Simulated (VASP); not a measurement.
Here is a VASP 6.6.1 calculation.

INCAR

```
  PREC = Accurate
  ENCUT = 520
  EDIFF = 1E-6
  ISMEAR = -1
  SIGMA = 0.05
  LREAL = F
  LASPH = T
  NELM = 150
  ALGO = Normal
  ISIF = 2
  LWAVE = F
  LCHARG = F
  ISPIN = 2
  MAGMOM = 0 0.063 0.063
  LORBIT = 11
  LMAXMIX = 4
  GGA = RE
  NBANDS = 29
```

File KPOINTS:

```
regular mesh
0
Gamma
  10 10 15
```

Contents of POSCAR:

```
Cr
1.0
    4.3106227601      0.0000000000      0.0000000000
   -2.1553113800      3.7331088164      0.0000000000
    0.0000000000      0.0000000000      2.3303547723
Cr
3
Direct
    0.0000000000      1.0000000000      0.0000000000
    0.3333333333      0.6666666667      0.5000000000
    0.6666666667      0.3333333333      0.5000000000
```

Potentials or basis: VASP PAW PBE potentials, release 64 (Cr_pv).

The run is started by

```sh
$ cat potpaw_PBE.64/Cr_pv/POTCAR > POTCAR
$ mpirun -np 1 vasp_std > vasp.out
```

What does it give for the band gap on the k mesh?

Zero (filled and empty bands overlap).

What does it give for the pressure?

-8.3 GPa.

Estimate the net moment.

-0.01 μB per cell.

Stress tensor (GPa, compression positive):
```
-8.38  0.00  0.00
 0.00 -8.38  0.00
 0.00  0.00 -8.17
```

Caveat: the cell stands under tension; the PAW data sets were made with another functional, which shifts forces and pressure a little.
